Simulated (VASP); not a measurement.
# Ag (Fm-3m) in VASP: relaxation of cell and atoms with PBEsol

Aim: the relaxation of cell and atoms of Ag with PBEsol.

Program: VASP 6.6.1. These are calculated values, not measurements. Logs are shortened: lines on timing, memory, paths and dates and some standing lists are left out, and cuts for length are marked.

### 1 The cell of the first run

Symmetry: Fm-3m, No. 225, cubic system. The conventional cell has a = 4.090 Å, b = 4.090 Å, c = 4.090 Å, α = 90.00°, β = 90.00°, γ = 90.00°. Within 3.8 Å of Ag (site symmetry m-3m) lie 12 Ag at 2.89 Å.

### 2 Relaxation of cell and atoms, PBEsol

INCAR reads:

```
PREC     = Accurate       # precision mode
ENCUT    = 500            # plane-wave cutoff, eV
EDIFF    = 1E-7           # SCF threshold, eV
ISMEAR   = -1             # smearing method
SIGMA    = 0.05           # smearing width, eV
LREAL    = F              # projectors in reciprocal space
LASPH    = T              # aspherical terms in the spheres
NELM     = 120            # most SCF steps
ALGO     = Normal         # electronic algorithm
ISIF     = 3              # what is computed and relaxed
LWAVE    = F              # write WAVECAR
LCHARG   = F              # write CHGCAR
GGA      = PS             # functional
IBRION   = 2              # ionic algorithm
NSW      = 60             # ionic steps
EDIFFG   = -0.01          # ionic threshold
GGA_COMPAT= F            
NELMIN   = 4
```

KPOINTS reads:

```
Automatic mesh
0
Gamma
  10 10 10
```

POSCAR reads:

```
Ag
1.0
    0.0000000000      2.0450000000      2.0450000000
    2.0450000000      0.0000000000      2.0450000000
    2.0450000000      2.0450000000      0.0000000000
Ag
1
Direct
    0.0000000000      0.0000000000      0.0000000000
```

Potentials or basis: VASP PAW PBE potentials, release 64 (Ag).

Run with:

```bash
$ cat potpaw_PBE.64/Ag/POTCAR > POTCAR
$ mpirun -np 1 vasp_std > vasp.out
```

OUTCAR:

```text
PREC = Accurate
   ENCUT = 500
   EDIFF = 1E-7
   ISMEAR = -1
   LREAL = F
   LASPH = T
   NELM = 120
   ISIF = 3
   GGA = PS
   IBRION = 2
   NSW = 60
   EDIFFG = -0.01
   NELMIN = 4

 ion  position               nearest neighbor table
   1  0.000  0.000  0.000-

  LATTYP: Found a face centered cubic cell.
 ALAT       =     4.0900000000

  Lattice vectors:

 A1 = (   0.0000000000,   2.0450000000,   2.0450000000)
 A2 = (   2.0450000000,   0.0000000000,   2.0450000000)
 A3 = (   2.0450000000,   2.0450000000,   0.0000000000)

Analysis of symmetry for initial positions (statically):
=====================================================================
 Subroutine PRICEL returns:
 Original cell was already a primitive cell.

 Routine SETGRP: Setting up the symmetry group for a
 face centered cubic supercell.

 Subroutine GETGRP returns: Found 48 space group operations
 (whereof 48 operations were pure point group operations)
 out of a pool of 48 trial point group operations.

The static configuration has the point symmetry O_h .

Analysis of symmetry for dynamics (positions and initial velocities):
=====================================================================
 Subroutine PRICEL returns:
 Original cell was already a primitive cell.

 Routine SETGRP: Setting up the symmetry group for a
 face centered cubic supercell.

 Subroutine GETGRP returns: Found 48 space group operations
 (whereof 48 operations were pure point group operations)
 out of a pool of 48 trial point group operations.

The dynamic configuration has the point symmetry O_h .

 Subroutine INISYM returns: Found 48 space group operations
 (whereof 48 operations are pure point group operations),
 and found     1 'primitive' translations

----------------------------------------------------------------------------------------

                                     Primitive cell

  volume of cell :      17.1045

  direct lattice vectors                    reciprocal lattice vectors
     0.000000000  2.045000000  2.045000000    -0.244498778  0.244498778  0.244498778
     2.045000000  0.000000000  2.045000000     0.244498778 -0.244498778  0.244498778
     2.045000000  2.045000000  0.000000000     0.244498778  0.244498778 -0.244498778

  length of vectors
     2.892066735  2.892066735  2.892066735     0.423484305  0.423484305  0.423484305
[... 93 lines left out ...]
   EFERMI =   0.00;   METHOD = LEGACY
   ISMEAR =    -1;   SIGMA  =   0.05  broadening in eV -4-tet -1-fermi 0-gaus
   EFERMI_NEDOS =   21; number of points for ismear=-14 and -15
   IALGO  =     38    algorithm
   IMIX   =      4    mixing-type and parameters
     AMIX     =   0.40;   BMIX     =  1.00
     AMIX_MAG =   1.60;   BMIX_MAG =  1.00
  volume/ion in A,a.u.               =      17.10       115.43
  Fermi-wavevector in a.u.,A,eV,Ry     =   1.413088  2.670348 27.168338  1.996817
  Thomas-Fermi vector in A             =   2.534769
   LORBIT       =      0    0 simple, 1 ext, 2 COOP (PROOUT), +10 PAW based schemes
   GGA     = PS    functional components
   LHFCALC =     F    Hartree Fock is set to
   AEXX    =    0.0000 exact exchange contribution
   IVDW    =     0    specifies the selected vdW correction
   LEPSILON=     F    determine dielectric tensor
   LRPA    =     F    only Hartree local field effects (RPA)
 conjugate gradient relaxation of ions
 non-spin polarized calculation
  energy-cutoff  :      500.00
  volume of cell :       17.10
 maximum number of plane-waves:       444
 NGX is ok and might be reduce to    24
   NGX = 11   NGY = 11   NGZ = 11

--------------------------------------- Ionic step        1  -------------------------------------------

 number of electron      10.9999999 magnetization

 Free energy of the ion-electron system (eV)
  ---------------------------------------------------
  ext. energy  EPLUGINS =         0.00000000
  ---------------------------------------------------
  free energy    TOTEN  =        -3.29167328 eV

  energy without entropy =       -3.28901392  energy(sigma->0) =       -3.29034360

------------------------ aborting loop because EDIFF is reached ----------------------------------------

  FORCE on cell =-STRESS in cart. coord.  units (eV):
  Direction    XX          YY          ZZ          XY          YZ          ZX
  --------------------------------------------------------------------------------------
  -------------------------------------------------------------------------------------
  Total       -0.2956906     -0.2956906     -0.2956906      0.0000000      0.0000000     -0.0000000
  in kB      -27.6973461    -27.6973461    -27.6973461      0.0000000      0.0000000     -0.0000000
  external PRESSURE =     -27.6973461 kB  Pullay stress =       0.0000000 kB
[... 57 lines left out ...]
--------------------------------------- Ionic step        3  -------------------------------------------

 number of electron      11.0000001 magnetization

 Free energy of the ion-electron system (eV)
  ---------------------------------------------------
  ext. energy  EPLUGINS =         0.00000000
  ---------------------------------------------------
  free energy    TOTEN  =        -3.29553668 eV

  energy without entropy =       -3.29282285  energy(sigma->0) =       -3.29417977

 E-fermi :   8.4924     XC(G=0): -12.5462

 val. band max:        8.2648436342   @ k =   0.5000   0.2000   0.1000
 cond. band min:       8.5963580520   @ k =   0.5000   0.1000   0.0000
 fundamental gap:      0.3315144178
 Fermi energy:         8.4923951557

 k-point     1 :       0.0000    0.0000    0.0000
  band No.  band energies     occupation
      1       0.5495      2.00000
      2       3.6984      2.00000
      3       3.6984      2.00000
      4       3.6984      2.00000
      5       4.7883      2.00000
      6       4.7883      2.00000
      7      24.5797      0.00000
      8      28.2863      0.00000
      9      28.2863      0.00000
[... 265 lines left out ...]
 k-point    24 :       0.4000    0.3000    0.0000
  band No.  band energies     occupation
      1       2.3970      2.00000
      2       2.5452      2.00000
      3       4.8367      2.00000
      4       5.0154      2.00000
      5       5.5723      2.00000
      6       7.2732      2.00000
      7      19.1859      0.00000
      8      20.3504      0.00000
      9      21.2048      0.00000

 [... further k-points ...]

------------------------ aborting loop because EDIFF is reached ----------------------------------------

  FORCE on cell =-STRESS in cart. coord.  units (eV):
  Direction    XX          YY          ZZ          XY          YZ          ZX
  --------------------------------------------------------------------------------------
  -------------------------------------------------------------------------------------
  Total        0.0000445      0.0000445      0.0000445     -0.0000000     -0.0000000     -0.0000000
  in kB        0.0042728      0.0042728      0.0042728     -0.0000000     -0.0000000     -0.0000000
  external PRESSURE =       0.0042728 kB  Pullay stress =       0.0000000 kB
[... 16 lines left out ...]
  FREE ENERGIE OF THE ION-ELECTRON SYSTEM (eV)
  ---------------------------------------------------
  free  energy   TOTEN  =        -3.2955366772 eV

  energy  without entropy=       -3.2928228530  energy(sigma->0) =       -3.29417977

 reached required accuracy - stopping structural energy minimisation
```

OSZICAR:

```text
N       E                     dE             d eps       ncg     rms          rms(c)
DAV:   1     0.424156199255E+02    0.42416E+02   -0.55940E+03   886   0.106E+03
DAV:   2    -0.325980647729E+01   -0.45675E+02   -0.43028E+02   874   0.202E+02
DAV:   3    -0.363902281752E+01   -0.37922E+00   -0.37888E+00   980   0.226E+01
[... 23 lines left out ...]
DAV:   3    -0.329582620472E+01    0.11401E-02   -0.28573E-03   870   0.538E-01    0.301E-01
DAV:   4    -0.329553501833E+01    0.29119E-03   -0.39170E-04   887   0.191E-01    0.119E-02
DAV:   5    -0.329553611124E+01   -0.10929E-05   -0.12953E-05   879   0.360E-02    0.527E-03
DAV:   6    -0.329553667942E+01   -0.56819E-06   -0.81142E-07   906   0.105E-02    0.496E-04
DAV:   7    -0.329553667720E+01    0.22224E-08   -0.26316E-09   471   0.574E-04
   3 F= -.32955367E+01 E0= -.32941798E+01  d E =-.386339E-02
```

CONTCAR:

```text
Ag
   1.00000000000000
    -0.0000000000000000    2.0275871639837795    2.0275871639837795
     2.0275871639837795   -0.0000000000000000    2.0275871639837795
     2.0275871639837795    2.0275871639837795   -0.0000000000000000
  Ag
     1
Direct
     0.0000000000000000    0.0000000000000000    0.0000000000000000

  0.00000000E+00  0.00000000E+00  0.00000000E+00
```

Run time: 6.5 s. Hardware: 1 thread of Intel Xeon 6975P-C (Granite Rapids), shared host; peak memory 0.15 GiB.

Results:

```
Free energy                           : -3.2955 eV
Relaxed volume                        : 16.67 Å³/atom
Relaxed cell                          : a = 2.867 Å, b = 2.867 Å, c = 2.867 Å, α = 60.00°, β = 60.00°, γ = 60.00°
Space group after relaxing (to 0.1 Å) : Fm-3m (No. 225)
Energy gained by relaxing             : 3.9 meV/atom
Ionic steps                           : 3
Pressure after relaxing               : 0.0 GPa
Band gap on the k mesh                : zero (an odd number of electrons rules out a gap without spin polarisation)
```

Step by step:
| step | energy change (eV) | largest force (eV/Å) | pressure (GPa) | volume (Å³) |
| --- | --- | --- | --- | --- |
| 1 | 0.0000 | 0.0000 | -2.77 | 17.10 |
| 2 | -0.0020 | 0.0000 | 2.13 | 16.38 |
| 3 | -0.0039 | 0.0000 | 0.00 | 16.67 |

Final structure:
```xyz
1
Lattice="0.0000 2.0276 2.0276 2.0276 0.0000 2.0276 2.0276 2.0276 0.0000" Properties=species:S:1:pos:R:3 pbc="T T T"
Ag    0.0000    0.0000    0.0000
```

Levels at points of the mesh, in eV from the Fermi level:
| k point | band 4 | band 5 | band 6 | band 7 | band 8 | band 9 |
| --- | --- | --- | --- | --- | --- | --- |
| (0.00, 0.00, 0.00) | -4.79 | -3.70 | -3.70 | 16.09 | 19.79 | 19.79 |
| (0.50, 0.00, 0.00) | -2.87 | -2.87 | -0.47 | 3.77 | 15.32 | 18.10 |
| (0.50, 0.50, 0.00) | -2.66 | -2.66 | 1.57 | 6.95 | 10.77 | 10.77 |

Caveat: the PAW data sets were made with another functional, which shifts forces and pressure a little.
